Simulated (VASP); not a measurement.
# SiC16 in VASP: notebook

The runs below take SiC16 through single point, with PBE+D3(BJ).

Everything below comes from runs of VASP 6.6.1. Logs are shortened: lines on timing, memory, paths and dates and some standing lists are left out, and cuts for length are marked.

## Step 1: The cell of the first run

The cell holds a slab with vacuum, 17 atoms: a = 4.930 Å, b = 4.422 Å, c = 22.694 Å, α = 90.00°, β = 90.00°, γ = 90.00°.

## Step 2: Single point, PBE+D3(BJ), collinear spin

INCAR

```
  ALGO = Normal
  DIPOL = 0.5 0.5 0.309
  EDIFF = 1E-6
  ENCUT = 520
  GGA = PE
  IDIPOL = 3
  ISIF = 2
  ISMEAR = 0
  ISPIN = 2
  IVDW = 12
  LASPH = True
  LCHARG = True
  LDIPOL = True
  LELF = True
  LORBIT = 11
  LREAL = Auto
  LVACPOTAV = True
  LVHAR = True
  LWAVE = False
  MAGMOM = 0 0 0 0 0 0 0 0 0 0 0 0 0 0 0 0 2
  NBANDS = 52
  NELM = 150
  PREC = Accurate
  SIGMA = 0.05
```

KPOINTS

```
k-points
0
Gamma
  6 6 1
```

POSCAR

```
SiC16
1.0
    4.9298676323      0.0000000000      0.0000000000
    0.0000000000      4.4224271195      0.0000000000
    0.0000000000      0.0000000000     22.6937497910
C Si
16 1
Direct
    0.2500000000      0.4155274488      0.1762599851
    0.7500000000      0.4155274488      0.1762599851
    0.0000000000      0.5195584910      0.2001803947
    0.5000000000      0.5195584910      0.2001803947
    0.0000000000      0.7272227621      0.2480852155
    0.5000000000      0.7272227621      0.2480852155
    0.2500000000      0.8312538043      0.2720056251
    0.7500000000      0.8312538043      0.2720056251
    0.2500000000      0.0442051686      0.3198734326
    0.7500000000      0.0442051686      0.3198734326
    0.0000000000      0.1500808487      0.3425973485
    0.5000000000      0.1500808487      0.3425973485
    0.0000000000      0.3779776253      0.3900566375
    0.5000000000      0.3779776253      0.3900566375
    0.2500000000      0.4764186278      0.4095290499
    0.7500000000      0.4764186278      0.4095290499
    0.5000000000      0.8097519612      0.5329110395
```

Potentials or basis: VASP PAW PBE potentials, release 64 (C, Si).

Command:

```console
$ cat potpaw_PBE.64/C/POTCAR potpaw_PBE.64/Si/POTCAR > POTCAR
$ mpirun -np 1 vasp_std > vasp.out
```

OUTCAR:

```text
EDIFF = 1E-6
   ENCUT = 520
   GGA = PE
   ISIF = 2
   ISMEAR = 0
   ISPIN = 2
   IVDW = 12
   LASPH = True
   LORBIT = 11
   LREAL = Auto
   NELM = 150
   PREC = Accurate
 IVDW          = 12

 ion  position               nearest neighbor table
   1  0.250  0.416  0.176-   3 1.42   4 1.42
   2  0.750  0.416  0.176-   3 1.42   4 1.42
   3  0.000  0.520  0.200-   5 1.42   2 1.42   1 1.42
   4  0.500  0.520  0.200-   6 1.42   2 1.42   1 1.42
   5  0.000  0.727  0.248-   3 1.42   7 1.42   8 1.42
   6  0.500  0.727  0.248-   4 1.42   7 1.42   8 1.42
   7  0.250  0.831  0.272-   5 1.42   6 1.42   9 1.44
   8  0.750  0.831  0.272-   5 1.42   6 1.42  10 1.44
   9  0.250  0.044  0.320-  11 1.42  12 1.42   7 1.44
  10  0.750  0.044  0.320-  11 1.42  12 1.42   8 1.44
  11  0.000  0.150  0.343-   9 1.42  10 1.42  13 1.48
  12  0.500  0.150  0.343-   9 1.42  10 1.42  14 1.48
  13  0.000  0.378  0.390-  15 1.38  16 1.38  11 1.48
  14  0.500  0.378  0.390-  15 1.38  16 1.38  12 1.48
  15  0.250  0.476  0.410-  13 1.38  14 1.38
  16  0.750  0.476  0.410-  13 1.38  14 1.38
  17  0.500  0.810  0.533-

  LATTYP: Found a simple orthorhombic cell.
 ALAT       =     4.4224271195
 B/A-ratio  =     1.1147425382
 C/A-ratio  =     5.1315147040

  Lattice vectors:

 A1 = (   0.0000000000,  -4.4224271195,   0.0000000000)
 A2 = (   4.9298676323,   0.0000000000,   0.0000000000)
 A3 = (   0.0000000000,   0.0000000000,  22.6937497910)

Analysis of symmetry for initial positions (statically):
=====================================================================
 Subroutine PRICEL returns:
 Original cell was already a primitive cell.

 Routine SETGRP: Setting up the symmetry group for a
 simple orthorhombic supercell.

 Subroutine GETGRP returns: Found  2 space group operations
 (whereof  2 operations were pure point group operations)
 out of a pool of  8 trial point group operations.

The static configuration has the point symmetry C_1h.

Analysis of symmetry for dynamics (positions and initial velocities):
=====================================================================
 Subroutine PRICEL returns:
 Original cell was already a primitive cell.

 Routine SETGRP: Setting up the symmetry group for a
 simple orthorhombic supercell.

 Subroutine GETGRP returns: Found  2 space group operations
 (whereof  2 operations were pure point group operations)
 out of a pool of  8 trial point group operations.

The dynamic configuration has the point symmetry C_1h.

Analysis of structural, dynamic, and magnetic symmetry:
=====================================================================
 Subroutine PRICEL returns:
 Original cell was already a primitive cell.

 Routine SETGRP: Setting up the symmetry group for a
 simple orthorhombic supercell.

 Subroutine GETGRP returns: Found  2 space group operations
 (whereof  2 operations were pure point group operations)
 out of a pool of  8 trial point group operations.

The overall configuration has the point symmetry C_1h.

 Subroutine INISYM returns: Found  2 space group operations
 (whereof  2 operations are pure point group operations),
 and found     1 'primitive' translations

----------------------------------------------------------------------------------------

                                     Primitive cell

  volume of cell :     494.7687

  direct lattice vectors                    reciprocal lattice vectors
     4.929867632  0.000000000  0.000000000     0.202845203  0.000000000  0.000000000
     0.000000000  4.422427120  0.000000000     0.000000000  0.226120176  0.000000000
     0.000000000  0.000000000 22.693749791     0.000000000  0.000000000  0.044064996

  length of vectors
     4.929867632  4.422427120 22.693749791     0.202845203  0.226120176  0.044064996

  position of ions in fractional coordinates (direct lattice)
[... 83 lines left out ...]
   number of dos      NEDOS =    301   number of ions     NIONS =     17
   total plane-waves  NPLWV = 259200
   dimension x,y,z NGX =    40 NGY =   36 NGZ =  180
   dimension x,y,z NGXF=    80 NGYF=   72 NGZF=  360
   ions per type =              16   1
   NGX,Y,Z   is equivalent  to a cutoff of  13.49, 13.53, 13.19 a.u.
   NGXF,Y,Z  is equivalent  to a cutoff of  26.98, 27.07, 26.37 a.u.
 SYSTEM =  unknown system
   PREC   = accura    normal or accurate (medium, high low for compatibility)
   ISTART =      0    job   : 0-new  1-cont  2-samecut
   ICHARG =      2    charge: 1-file 2-atom 10-const
   ISPIN  =      2    spin polarized calculation?
   LNONCOLLINEAR =      F non collinear calculations
   LSORBIT =      F    spin-orbit coupling
   LASPH  =      T    aspherical Exc in radial PAW
   ENCUT  =  520.0 eV  38.22 Ry    6.18 a.u.   9.17  8.22 42.20*2*pi/ulx,y,z
   NELM   =    150;   NELMIN=  2; NELMDL= -5     # of ELM steps
   EDIFF  = 0.1E-05   stopping-criterion for ELM
   LREAL  =      T    real-space projection
   EDIFFG = 0.1E-04   stopping-criterion for IOM
   NSW    =      0    number of steps for IOM
   IBRION =     -1    ionic relax: 0-MD 1-quasi-New 2-CG
   NFREE  =      0    steps in history (QN), initial steepest desc. (CG)
   ISIF   =      2    stress and relaxation
   ISYM   =      2    0-nonsym 1-usesym 2-fastsym
   POTIM  = 0.5000    time-step for ionic-motion
   TEBEG  =    0.0;   TEEND  =   0.0 temperature during run
   PSTRESS=    0.0 pullay stress
   NELECT =      68.0000    total number of electrons
   NUPDOWN=      -1.0000    fix difference up-down
   EMIN   =  10.00;   EMAX   =-10.00  energy-range for DOS
   EFERMI =   0.00;   METHOD = LEGACY
   ISMEAR =     0;   SIGMA  =   0.05  broadening in eV -4-tet -1-fermi 0-gaus
   EFERMI_NEDOS =   21; number of points for ismear=-14 and -15
   IALGO  =     38    algorithm
   IMIX   =      4    mixing-type and parameters
     AMIX     =   0.40;   BMIX     =  1.00
     AMIX_MAG =   1.60;   BMIX_MAG =  1.00
  volume/ion in A,a.u.               =      29.10       196.40
  Fermi-wavevector in a.u.,A,eV,Ry     =   0.844845  1.596526  9.711337  0.713763
  Thomas-Fermi vector in A             =   1.959938
   LORBIT       =     11    0 simple, 1 ext, 2 COOP (PROOUT), +10 PAW based schemes
   GGA     = PE    functional components
   LHFCALC =     F    Hartree Fock is set to
   AEXX    =    0.0000 exact exchange contribution
   IVDW    =    12    specifies the selected vdW correction
   LEPSILON=     F    determine dielectric tensor
   LRPA    =     F    only Hartree local field effects (RPA)
 spin polarized calculation
 Gauss-broadening in eV      SIGMA  =   0.05
  energy-cutoff  :      520.00
  volume of cell :      494.77
 maximum number of plane-waves:     13376
 NGX is ok and might be reduce to    40
   NGX = 19   NGY = 17   NGZ = 85

 dipolmoment           0.000000      0.000000      0.154612 electrons x Angstroem

 number of electron      68.0000008 magnetization       0.4798792

 dipolmoment           0.000000      0.000000     -0.229639 electrons x Angstroem

 Free energy of the ion-electron system (eV)
  ---------------------------------------------------
  ext. energy  EPLUGINS =         0.00000000
  ---------------------------------------------------
  free energy    TOTEN  =      -137.04330323 eV

  energy without entropy =     -137.03124248  energy(sigma->0) =     -137.03727285

 E-fermi :  -2.1400     XC(G=0):  -4.3452

 val. band max:       -2.1425870447   @ k =   0.3333   0.0000   0.0000
 cond. band min:      -2.1345909729   @ k =   0.3333   0.0000   0.0000
 fundamental gap:      0.0079960718
 Fermi energy:        -2.1400032090

 spin component 1

 k-point     1 :       0.0000    0.0000    0.0000
  band No.  band energies     occupation
      1     -21.1122      1.00000
      2     -19.9890      1.00000
      3     -18.3535      1.00000
      4     -16.8501      1.00000
      5     -16.8317      1.00000
      6     -16.5239      1.00000
[... 773 lines left out ...]
     45       4.2418      0.00000
     46       4.5359      0.00000
 Fermi energy:        -2.1400032090

 spin component 2

 k-point     1 :       0.0000    0.0000    0.0000
  band No.  band energies     occupation
      1     -21.1465      1.00000
      2     -20.0555      1.00000
      3     -18.4319      1.00000
      4     -16.8830      1.00000
      5     -16.8598      1.00000
      6     -16.5824      1.00000
[... 773 lines left out ...]
     45       4.4815      0.00000
     46       4.6985      0.00000
 [bands above 46 left out]

------------------------ aborting loop because EDIFF is reached ----------------------------------------

 Edisp (eV)   -2.09885

 E8    (eV) :    -0.6328

  FORCE on cell =-STRESS in cart. coord.  units (eV):
  Direction    XX          YY          ZZ          XY          YZ          ZX
  --------------------------------------------------------------------------------------
  -------------------------------------------------------------------------------------
  Total       0.93099    -2.17213    -4.30548     0.00000    -1.51515     0.00000
  in kB       3.01477    -7.03388   -13.94217     0.00000    -4.90641     0.00000
  external pressure =       -5.99 kB  Pullay stress =        0.00 kB

 VOLUME and BASIS-vectors are now :
 -----------------------------------------------------------------------------
  energy-cutoff  :      520.00
  volume of cell :      494.77
      direct lattice vectors                 reciprocal lattice vectors
     4.929867632  0.000000000  0.000000000     0.202845203  0.000000000  0.000000000
     0.000000000  4.422427120  0.000000000     0.000000000  0.226120176  0.000000000
     0.000000000  0.000000000 22.693749791     0.000000000  0.000000000  0.044064996

 POSITION                                       TOTAL-FORCE (eV/Angst)
 -----------------------------------------------------------------------------------
      1.23247      1.83764      4.00000         0.002825      1.304182      1.652854
      3.69740      1.83764      4.00000        -0.002825      1.304182      1.652854
      0.00000      2.29771      4.54284         0.000000     -2.015588     -2.440602
      2.46493      2.29771      4.54284         0.000000     -2.013398     -2.433729
      0.00000      3.21609      5.62998         0.000000      0.849883      1.018029
      2.46493      3.21609      5.62998         0.000000      0.852134      1.022093
[... 9 lines left out ...]
      3.69740      2.10693      9.29375        -0.439708      1.077926      1.827718
      2.46493      3.58107     12.09375         0.000000     -0.710960     -1.712330
 -----------------------------------------------------------------------------------
    total drift:                                0.000000     -0.022513     -0.033611

  FREE ENERGIE OF THE ION-ELECTRON SYSTEM (eV)
  ---------------------------------------------------
  free  energy   TOTEN  =      -139.1421548229 eV

  energy  without entropy=     -139.1300940778  energy(sigma->0) =     -139.13612445

 vacuum level on the upper side and lower side of the slab         2.178         4.084

 total charge

# of ion       s       p       d       tot
------------------------------------------
    1        0.926   1.514   0.000   2.440
    2        0.926   1.514   0.000   2.440
    3        0.864   1.776   0.000   2.640
    4        0.864   1.775   0.000   2.639
    5        0.868   1.762   0.000   2.631
    6        0.868   1.762   0.000   2.631
[... 9 lines left out ...]
   16        0.897   1.607   0.000   2.505
   17        0.959   0.496   0.000   1.455
--------------------------------------------------
tot         14.999  28.029   0.000  43.028

 magnetization (x)

# of ion       s       p       d       tot
------------------------------------------
    1       -0.001  -0.002   0.000  -0.002
    2       -0.001  -0.002   0.000  -0.002
    3       -0.000  -0.000   0.000  -0.000
    4       -0.000  -0.000   0.000  -0.001
    5       -0.000   0.001   0.000   0.001
    6       -0.000   0.001   0.000   0.001
[... 9 lines left out ...]
   16       -0.036  -0.201   0.000  -0.237
   17        0.001   0.392   0.000   0.393
--------------------------------------------------
tot         -0.092  -0.065   0.000  -0.157
```

Run time: 83 min. Hardware: 1 thread of Oxide Virtual Turin-like, shared host; peak memory 1 GiB.

Results:

* Free energy: -139.1422 eV
* Largest force: 3.165 eV/Å
* Net moment: 0.48 μB per cell
* Site moments: C -0.00, +0.00, -0.04, -0.03, +0.01, -0.24 (each value once); Si +0.39 μB
* Valence electrons inside the program's atomic spheres: C 2.44, 2.64, 2.63, 2.65, 2.62, 2.67, 2.50 (each value once); Si 1.46
* Dispersion energy per atom: -0.123 eV

Forces on the atoms (eV/Å):
```
C    0.003  1.304  1.653
C   -0.003  1.304  1.653
C    0.000 -2.016 -2.441
C    0.000 -2.013 -2.434
C    0.000  0.850  1.018
C    0.000  0.852  1.022
C   -0.012 -0.169 -0.215
C    0.012 -0.169 -0.215
C    0.028 -0.126 -0.196
C   -0.028 -0.126 -0.196
C    0.000  0.298  0.216
C    0.000  0.327  0.179
C    0.000 -0.679 -0.746
C    0.000 -1.083 -1.240
C    0.440  1.078  1.828
C   -0.440  1.078  1.828
Si   0.000 -0.711 -1.712
```

Levels at points of the mesh, in eV from the Fermi level:
Spin up:
| k point | band 31 | band 32 | band 33 | band 34 | band 35 | band 36 | band 37 | band 38 |
| --- | --- | --- | --- | --- | --- | --- | --- | --- |
| (0.00, 0.00, 0.00) | -0.60 | -0.43 | -0.32 | 0.01 | 0.54 | 0.63 | 0.78 | 1.03 |
| (0.50, 0.00, 0.00) | -1.81 | -0.87 | -0.55 | -0.10 | -0.09 | 0.58 | 0.66 | 1.36 |
| (0.00, 0.50, 0.00) | -0.93 | -0.36 | -0.35 | -0.23 | 0.09 | 0.49 | 0.75 | 0.99 |
| (0.50, 0.50, 0.00) | -0.97 | -0.68 | -0.53 | -0.29 | -0.05 | -0.04 | 0.62 | 1.25 |
Spin down:
```csv
k point,band 29,band 30,band 31,band 32,band 33,band 34,band 35,band 36,band 37,band 38
"(0.00, 0.00, 0.00)",-2.07,-1.67,-1.29,-0.62,-0.35,0.05,0.30,1.01,1.46,1.69
"(0.50, 0.00, 0.00)",-3.52,-1.87,-1.86,-0.91,-0.87,-0.09,-0.09,0.71,1.57,2.09
"(0.00, 0.50, 0.00)",-2.29,-1.86,-1.27,-0.62,-0.35,0.10,0.22,0.39,0.95,1.74
"(0.50, 0.50, 0.00)",-2.59,-1.07,-1.03,-0.81,-0.77,-0.06,-0.05,0.55,1.04,1.78
```

## Step 3: Single point, PBE+D3(BJ), collinear spin

INCAR

```
SYSTEM = SiC16
PREC     = Accurate       ! precision mode
ENCUT    = 520            ! plane-wave cutoff, eV
EDIFF    = 1E-6           ! SCF threshold, eV
ISMEAR   = 0              ! smearing method
SIGMA    = 0.05           ! smearing width, eV
LREAL    = Auto         
LASPH    = .TRUE.         ! aspherical terms in the spheres
NELM     = 150            ! most SCF steps
ALGO     = Fast           ! electronic algorithm
ISIF     = 2              ! what is computed and relaxed
LWAVE    = .FALSE.        ! write WAVECAR
LCHARG   = .TRUE.         ! write CHGCAR
ISPIN    = 2              ! spin polarisation
MAGMOM   = 0 0 0 0 0 0 0 0 0 0 0 0 0 0 0 0 2 ! initial moments
LORBIT   = 11             ! projections on sites
LDIPOL   = .TRUE.       
IDIPOL   = 3            
DIPOL    = 0.5 0.5 0.309
GGA      = PE             ! functional
IVDW     = 12             ! dispersion correction
LELF     = .TRUE.         ! ELF
LVHAR    = .TRUE.       
LVACPOTAV= .TRUE.       
NBANDS   = 52             ! bands
```

KPOINTS

```
Automatic mesh
0
G
  6 6 1
  0 0 0
```

Edit POSCAR of step 2 so:

```diff
@@ -24,2 +24,2 @@
     0.7500000000      0.4764186278      0.4095290499
-    0.5000000000      0.8097519612      0.5329110395
+    0.5000000000      1.3097519612      0.5329110395
```

Potentials or basis: VASP PAW PBE potentials, release 64 (C, Si).

Command:

```console
$ cat potpaw_PBE.64/C/POTCAR potpaw_PBE.64/Si/POTCAR > POTCAR
$ mpirun -np 1 vasp_std > vasp.out
```

It took 73 min on 1 thread of Oxide Virtual Turin-like, shared host; peak memory 1 GiB.

It converged, with:

```yaml
Free_energy: -138.9684 eV
Largest_force: 3.135 eV/Å
Net_moment: 0.52 μB per cell
Site_moments: C -0.00, +0.00, +0.01, +0.06 (each value once); Si +0.09 μB
Valence_electrons_inside_the_program's_atomic_spheres: C 2.44, 2.64, 2.63, 2.65, 2.62, 2.67, 2.51 (each value once); Si 1.44
Dispersion_energy_per_atom: -0.123 eV
```

Forces in eV/Å, atoms in the order of the input:
```
C    0.003  1.288  1.620
C   -0.003  1.288  1.620
C    0.000 -2.008 -2.407
C    0.000 -2.003 -2.397
C    0.000  0.852  1.016
C    0.000  0.847  1.026
C   -0.013 -0.182 -0.210
C    0.013 -0.182 -0.210
C    0.033 -0.131 -0.167
C   -0.033 -0.131 -0.167
C    0.000  0.483  0.025
C    0.000  0.483 -0.057
C    0.000 -0.709 -0.872
C    0.000 -1.132 -1.645
C    0.435  0.164  2.374
C   -0.435  0.164  2.374
Si   0.000  0.906 -1.923
```

Levels at points of the mesh, in eV from the Fermi level:
Spin up:
```
           k point  band 31  band 32  band 33  band 34  band 35  band 36  band 37  band 38
(0.00, 0.00, 0.00)    -0.91    -0.53    -0.34     0.02     0.18     0.53     1.01     1.16
(0.50, 0.00, 0.00)    -1.87    -0.80    -0.63    -0.09    -0.08     0.29     0.58     1.40
(0.00, 0.50, 0.00)    -0.92    -0.84    -0.33    -0.19     0.11     0.15     0.91     1.04
(0.50, 0.50, 0.00)    -1.05    -0.81    -0.48    -0.21    -0.04    -0.04     0.40     1.11
```
Spin down:
| k point | band 30 | band 31 | band 32 | band 33 | band 34 | band 35 | band 36 | band 37 |
| --- | --- | --- | --- | --- | --- | --- | --- | --- |
| (0.00, 0.00, 0.00) | -1.68 | -0.73 | -0.36 | -0.35 | 0.04 | 0.33 | 1.01 | 1.10 |
| (0.50, 0.00, 0.00) | -1.86 | -1.85 | -0.72 | -0.43 | -0.10 | -0.08 | 0.41 | 1.23 |
| (0.00, 0.50, 0.00) | -1.87 | -0.64 | -0.62 | -0.34 | 0.05 | 0.19 | 0.46 | 0.91 |
| (0.50, 0.50, 0.00) | -1.06 | -1.05 | -0.54 | -0.35 | -0.06 | -0.05 | 0.41 | 0.46 |

(Part 1 of 2 ends here.)
